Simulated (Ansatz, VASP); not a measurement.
**One calculation of CdSe, two programs**

```
CELL_PARAMETERS angstrom
0.00000 2.81465 2.81465
2.81465 0.00000 2.81465
2.81465 2.81465 0.00000
ATOMIC_POSITIONS crystal
Cd 0.00000 0.00000 0.00000
Se 0.50000 0.50000 0.50000
```

Alike in both runs: functional PBEsol; k mesh 14 × 14 × 14; occupations gaussian, width 0.1 eV; no spin polarisation.

Ansatz relaxed the structure, and its values are those at the end. VASP's run is a single point on that final structure, the one shown.

```csv
,VASP,Ansatz
version,VASP 6.6.1,Ansatz 0.2.0
potentials or method,"VASP PAW PBE potentials, release 64 (Cd, Se), cutoff 520 eV","scalar-relativistic, plane waves, PAW"
valence electrons in the cell,18,36
```

```csv
,VASP,Ansatz,Ansatz less VASP
gap on the k mesh at the Fermi level (eV),none,none,-
pressure (GPa),0.4,-0.1,-0.47
```

VASP's potentials were made for PBE, not for PBEsol. A gap of «none» marks a metal or a gap that the smearing closes. With one functional, cell and mesh, what is left measures potentials, basis and numerics. VASP's potentials hold 18 valence electrons a cell and Ansatz's 36, so a difference there can come from the potentials and not from the codes.
